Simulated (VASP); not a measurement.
Set up this calculation in VASP 6.6.1, as the native input.

| Item | Value |
| --- | --- |
| Task | single point |
| Functional | LDA |
| Potentials or basis | VASP PAW LDA potentials, release 64 (Y_sv, Co, Ge_d) |
| Cutoff | 600 eV |
| k mesh | 12 × 12 × 12 |
| Occupations | gaussian, width 0.1 eV |
| Spin | no spin polarisation |
| Dipole correction | no |
| Further INCAR settings | ALGO = Normal; EDIFF = 1e-06; NBANDS = 36 |

The structure of YCo2Ge2 lies in POSCAR:

```
YCo2Ge2
1.0
   -1.9324346289      1.9324346289      4.9617237755
    1.9324346289     -1.9324346289      4.9617237755
    1.9324346289      1.9324346289     -4.9617237755
Y Co Ge
1 2 2
Direct
    0.0000000000      0.0000000000      0.0000000000
    0.7500000000      0.2500000000      0.5000000000
    0.2500000000      0.7500000000      0.5000000000
    0.6279143217      0.6279143217      0.0000000000
    0.3720856783      0.3720856783      0.0000000000
```

The input as run:

INCAR

```
ALGO = Normal
EDIFF = 1E-6
ENCUT = 600
GGA = CA
GGA_COMPAT = False
ISIF = 2
ISMEAR = 0
LASPH = True
LCHARG = False
LREAL = False
LWAVE = False
NBANDS = 36
NELM = 120
PREC = Accurate
SIGMA = 0.1
```

KPOINTS

```
k-points
0
Gamma
  12 12 12
```

Potentials or basis: VASP PAW LDA potentials, release 64 (Y_sv, Co, Ge_d).

Run with:

```console
$ cat potpaw_LDA.64/Y_sv/POTCAR potpaw_LDA.64/Co/POTCAR potpaw_LDA.64/Ge_d/POTCAR > POTCAR
$ mpirun -np 1 vasp_std > vasp.out
```

Results of the run:

```json
{
  "Pressure": "0.3 GPa",
  "Largest force": "0.016 eV/Å",
  "Band gap on the k mesh": "zero (an odd number of electrons rules out a gap without spin polarisation)"
}
```

Caveat: the run has no spin polarisation, though such a crystal can be magnetic.

Run time: 31 min on 1 thread of Intel Xeon 8259CL, with other jobs on the host, peak memory 0.69 GiB.
